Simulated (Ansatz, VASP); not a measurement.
## One calculation of CdS, two programs

```xyz
2
Lattice="0.0000 2.8782 2.8782 2.8782 0.0000 2.8782 2.8782 2.8782 0.0000" Properties=species:S:1:pos:R:3 pbc="T T T"
Cd    0.0000    0.0000    0.0000
S     1.4391    1.4391    1.4391
```

Alike in both runs: functional LDA; k mesh 8 × 8 × 8; occupations gaussian, width 0.02 eV; no spin polarisation.

Ansatz relaxed the structure, and its values are those at the end. VASP's run is a single point on that final structure, the one shown.

|  | VASP | Ansatz |
| --- | --- | --- |
| version | VASP 6.6.1 | Ansatz 0.2.0 |
| potentials or method | VASP PAW LDA potentials, release 64 (Cd, S), cutoff 500 eV | scalar-relativistic, plane waves, PAW |
| valence electrons in the cell | 18 | 26 |

VASP gave:

| Item | Value |
| --- | --- |
| gap on the k mesh at the Fermi level (eV) | 0.98 |
| least direct gap on the mesh (eV) | 0.98 |
| pressure (GPa) | 0.6 |

Q: Estimate Ansatz's values.

A: gap on the k mesh at the Fermi level (eV): 0.95; least direct gap on the mesh (eV): 0.95; pressure (GPa): 0.0.

Ansatz warns that its potentials were made for another functional, while VASP's fit it. LDA's correlation is that of Perdew and Zunger in VASP and of Perdew and Wang (1992) in Ansatz. VASP's potentials hold 18 valence electrons a cell and Ansatz's 26, so a difference there can come from the potentials and not from the codes.
